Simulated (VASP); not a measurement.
# WSe2 (P-6m2) in VASP: G0W0 quasiparticle levels with PBE

Aim: the G0W0 quasiparticle levels of WSe2 with PBE.

Program: VASP 6.6.1. These are calculated values, not measurements. Logs are shortened: lines on timing, memory, paths and dates and some standing lists are left out, and cuts for length are marked.

## 1. The cell of the first run

Symmetry: P-6m2, No. 187, hexagonal system. The conventional cell has a = 3.297 Å, b = 3.297 Å, c = 7.184 Å, α = 90.00°, β = 90.00°, γ = 120.00°. Within 3.3 Å of W (site symmetry -6m2) lie 6 Se at 2.53 Å and 6 W at 3.30 Å. Within 3.4 Å of Se (site symmetry 3m) lie 3 W at 2.53 Å and 7 Se at 3.30 to 3.33 Å.

## 2. G0W0 quasiparticle levels, PBE

Contents of POSCAR:

```
WSe2
1.0
    3.2972127305      0.0000000000      0.0000000000
   -1.6486063653      2.8554699863      0.0000000000
    0.0000000000      0.0000000000      7.1842669523
W Se
1 2
Direct
    0.0000000000      0.0000000000      0.0000000000
    0.3333333333      0.6666666667      0.2319181144
    0.3333333333      0.6666666667      0.7680818856
```

Contents of INCAR.step1:

```
ALGO = Normal
EDIFF = 1E-8
ENCUT = 500
GGA = PE
ISMEAR = 0
LASPH = True
LCHARG = False
LREAL = False
LWAVE = True
NELM = 80
PREC = Accurate
SIGMA = 0.01
```

Contents of INCAR.step2:

```
ALGO = Exact
EDIFF = 1E-8
ENCUT = 500
GGA = PE
ISMEAR = 0
ISTART = 1
LASPH = True
LCHARG = False
LOPTICS = True
LREAL = False
LWAVE = True
NBANDS = 122
NELM = 1
PREC = Accurate
SIGMA = 0.01
```

Contents of INCAR.step3:

```
ALGO = EVGW0
EDIFF = 1E-8
ENCUT = 500
ENCUTGW = 80.0
GGA = PE
ISMEAR = 0
ISTART = 1
LASPH = True
LCHARG = False
LREAL = False
LWAVE = False
NBANDS = 122
NBANDSGW = 21
NELMGW = 1
NOMEGA = 96
OMEGAMAX = 30
PREC = Accurate
PRECFOCK = Fast
SIGMA = 0.01
```

Contents of KPOINTS:

```
k-points
0
Gamma
  6 6 2
```

Potentials or basis: VASP PAW PBE potentials, release 64 (W_sv_GW, Se_GW).

Command:

```console
> cat potpaw_PBE.64/W_sv_GW/POTCAR potpaw_PBE.64/Se_GW/POTCAR > POTCAR
> cp INCAR.step1 INCAR
> mpirun -np 1 vasp_std > vasp.out
> cp INCAR.step2 INCAR
> mpirun -np 1 vasp_std > vasp.out
> cp INCAR.step3 INCAR
> mpirun -np 1 vasp_std > vasp.out
```

OUTCAR:

```text
EDIFF = 1E-8
   ENCUT = 500
   ENCUTGW = 80.0
   GGA = PE
   ISMEAR = 0
   ISTART = 1
   LASPH = True
   LREAL = False
   NELMGW = 1
   PREC = Accurate
   PRECFOCK = Fast

 ion  position               nearest neighbor table
   1  0.000  0.000  0.000-   2 2.53   3 2.53   2 2.53   3 2.53   2 2.53   3 2.53
   2  0.333  0.667  0.232-   1 2.53   1 2.53   1 2.53
   3  0.333  0.667  0.768-   1 2.53   1 2.53   1 2.53

  LATTYP: Found a hexagonal cell.
 ALAT       =     3.2972127305
 C/A-ratio  =     2.1788909420

  Lattice vectors:

 A1 = (   3.2972127305,   0.0000000000,   0.0000000000)
 A2 = (  -1.6486063653,   2.8554699863,   0.0000000000)
 A3 = (   0.0000000000,   0.0000000000,   7.1842669523)

Analysis of symmetry for initial positions (statically):
=====================================================================
 Subroutine PRICEL returns:
 Original cell was already a primitive cell.

 Routine SETGRP: Setting up the symmetry group for a
 hexagonal supercell.

 Subroutine GETGRP returns: Found 12 space group operations
 (whereof 12 operations were pure point group operations)
 out of a pool of 24 trial point group operations.

The static configuration has the point symmetry D_3h.

Analysis of symmetry for dynamics (positions and initial velocities):
=====================================================================
 Subroutine PRICEL returns:
 Original cell was already a primitive cell.

 Routine SETGRP: Setting up the symmetry group for a
 hexagonal supercell.

 Subroutine GETGRP returns: Found 12 space group operations
 (whereof 12 operations were pure point group operations)
 out of a pool of 24 trial point group operations.

The dynamic configuration has the point symmetry D_3h.

 Subroutine INISYM returns: Found 12 space group operations
 (whereof 12 operations are pure point group operations),
 and found     1 'primitive' translations

----------------------------------------------------------------------------------------

                                     Primitive cell

  volume of cell :      67.6405

  direct lattice vectors                    reciprocal lattice vectors
     3.297212731  0.000000000  0.000000000     0.303286467  0.175102523  0.000000000
    -1.648606365  2.855469986  0.000000000     0.000000000  0.350205047  0.000000000
     0.000000000  0.000000000  7.184266952     0.000000000  0.000000000  0.139193046

  length of vectors
[... 46 lines left out ...]
  0.333333  0.166667  0.000000     12.000000
  0.333333  0.333333  0.000000      2.000000
  0.000000  0.000000  0.500000      1.000000
  0.166667 -0.000000  0.500000      6.000000
  0.333333 -0.000000  0.500000      6.000000
  0.500000 -0.000000  0.500000      3.000000
  0.166667  0.166667  0.500000      6.000000
  0.333333  0.166667  0.500000     12.000000
  0.333333  0.333333  0.500000      2.000000
   k-points           NKPTS =     14   k-points in BZ     NKDIM =     72   number of bands    NBANDS=    122
   number of dos      NEDOS =    301   number of ions     NIONS =      3
   total plane-waves  NPLWV =  31104
   dimension x,y,z NGX =    24 NGY =   24 NGZ =   54
   dimension x,y,z NGXF=    48 NGYF=   48 NGZF=  108
   ions per type =               1   2
   NGX,Y,Z   is equivalent  to a cutoff of  12.10, 12.10, 12.50 a.u.
   NGXF,Y,Z  is equivalent  to a cutoff of  24.20, 24.20, 24.99 a.u.
 SYSTEM =  unknown system
   PREC   = accura    normal or accurate (medium, high low for compatibility)
   ISTART =      1    job   : 0-new  1-cont  2-samecut
   ICHARG =      0    charge: 1-file 2-atom 10-const
   ISPIN  =      1    spin polarized calculation?
   LNONCOLLINEAR =      F non collinear calculations
   LSORBIT =      F    spin-orbit coupling
   LASPH  =      T    aspherical Exc in radial PAW
   ENCUT  =  500.0 eV  36.75 Ry    6.06 a.u.   6.01  6.01 13.10*2*pi/ulx,y,z
   NELM   =     60;   NELMIN=  2; NELMDL=  0     # of ELM steps
   EDIFF  = 0.1E-07   stopping-criterion for ELM
   LREAL  =      F    real-space projection
   EDIFFG = 0.1E-06   stopping-criterion for IOM
   NSW    =      0    number of steps for IOM
   IBRION =     -1    ionic relax: 0-MD 1-quasi-New 2-CG
   NFREE  =      0    steps in history (QN), initial steepest desc. (CG)
   ISIF   =      0    stress and relaxation
   ISYM   =      3    0-nonsym 1-usesym 2-fastsym
   POTIM  = 0.5000    time-step for ionic-motion
   TEBEG  =    0.0;   TEEND  =   0.0 temperature during run
   PSTRESS=    0.0 pullay stress
   NELECT =      26.0000    total number of electrons
   NUPDOWN=      -1.0000    fix difference up-down
   EMIN   =  10.00;   EMAX   =-10.00  energy-range for DOS
   EFERMI =   0.00;   METHOD = LEGACY
   ISMEAR =     0;   SIGMA  =   0.01  broadening in eV -4-tet -1-fermi 0-gaus
   EFERMI_NEDOS =   21; number of points for ismear=-14 and -15
   IALGO  =     38    algorithm
   IMIX   =      4    mixing-type and parameters
     AMIX     =   0.40;   BMIX     =  1.00
     AMIX_MAG =   1.60;   BMIX_MAG =  1.00
  volume/ion in A,a.u.               =      22.55       152.15
  Fermi-wavevector in a.u.,A,eV,Ry     =   1.190320  2.249378 19.277563  1.416861
  Thomas-Fermi vector in A             =   2.326407
   LORBIT       =      0    0 simple, 1 ext, 2 COOP (PROOUT), +10 PAW based schemes
   GGA     = PE    functional components
   LHFCALC =     T    Hartree Fock is set to
   PRECFOCK=fast      Normal, Fast or Accurate (Low or Medium for compatibility)
   ENCUT4O =  -1.0   cutoff for four orbital integrals eV
   NKREDX  =     1    reduce k-point grid by
   NKREDY  =     1    reduce k-point grid by
   NKREDZ  =     1    reduce k-point grid by
   AEXX    =    1.0000 exact exchange contribution
   HFSCREEN=    0.0000 screening length (either q_TF or 0.3 A-1)
   HFSCREENC=   0.0000 screening length for correlation (either q_TF or 0.3 A-1)
   ENCUTFOCK=  -1.0 apply spherical cutoff to Coloumb kernel
   IVDW    =     0    specifies the selected vdW correction
   LEPSILON=     F    determine dielectric tensor
   LRPA    =     F    only Hartree local field effects (RPA)
   LRPAFORCE           =     F    calculate RPA forces
   ENCUTGW             =  80.0    cutoff for response function in eV
   ENCUTGWSOFT         =  64.0    soft cutoff for Coulomb kernel in GW response function in eV
   ENCUTLF             =  -1.0    cutoff for local field effects
   NELMGW              =     1    number of iterations in solving QP/BSE equation
   NELMHF              =     1    number of iterations in the inner HF iteration
   NKREDLFX            =     1    NKREDLFY  =   1   NKREDLFZ  =   1
 non-spin polarized calculation
 Gauss-broadening in eV      SIGMA  =   0.01
  energy-cutoff  :      500.00
  volume of cell :       67.64
 maximum number of plane-waves:      1746
  NGX = 14; NGY = 14; NGZ = 30
   NGX = 13   NGY = 13   NGZ = 27
 maximum number of plane-waves:       118
 NGX is ok and might be reduce to    10

 QP shifts <psi_nk| G(iteration)W_0 |psi_nk>: iteration 1
 for sc-GW calculations column KS-energies equals QP-energies in previous step
 and V_xc(KS)=  KS-energies - (<T + V_ion + V_H > + <T+V_H+V_ion>^1  + <V_x>^1)

 k-point   1 :       0.0000    0.0000    0.0000
  band No.  KS-energies  QP-energies   sigma(KS)   V_xc(KS)     V^pw_x(r,r')   Z            occupation Imag(sigma)

      1     -68.8990     -69.9332     -24.5947     -22.6546     -38.6766       0.5331       2.0000       1.5413
      2     -33.1461     -33.9246     -22.6614     -21.4022     -31.8856       0.6182       2.0000       0.9042
      3     -33.0216     -33.7386     -22.6716     -21.5193     -31.7684       0.6222       2.0000       0.6402
      4     -33.0216     -33.7386     -22.6716     -21.5193     -31.7684       0.6222       2.0000       0.6402
      5      -9.7182      -9.8852     -12.9446     -12.6890     -20.4591       0.6531       2.0000       1.2835
      6      -8.3378      -8.5436     -13.2985     -12.9903     -20.1951       0.6678       2.0000       1.0520
[... 338 lines left out ...]
     20      12.9589      12.8027      -7.6287      -7.4313      -3.1857       0.7915       0.0000      -0.1874
     21      15.0559      15.0123      -8.9293      -8.8735      -3.8937       0.7792       0.0000      -0.3869
```

It took 13 min on 1 thread of Intel Xeon Platinum 8259CL at 2.50GHz (Skylake/Cascade Lake), shared host; peak memory 1.2 GiB.

Results:

```
Quasiparticle gap                                   : 1.69 eV
Least direct quasiparticle gap                      : 2.05 eV
Band gap of the starting levels on the mesh         : 1.37 eV
Least direct gap of the starting levels on the mesh : 1.55 eV
```

Caveat: the k points lie up to 0.44 Å⁻¹ apart; bands, screening cutoff and mesh are small and nothing is extrapolated, so the quasiparticle values aren't converged; spin-orbit coupling is left out, which moves the levels of the heavy elements.
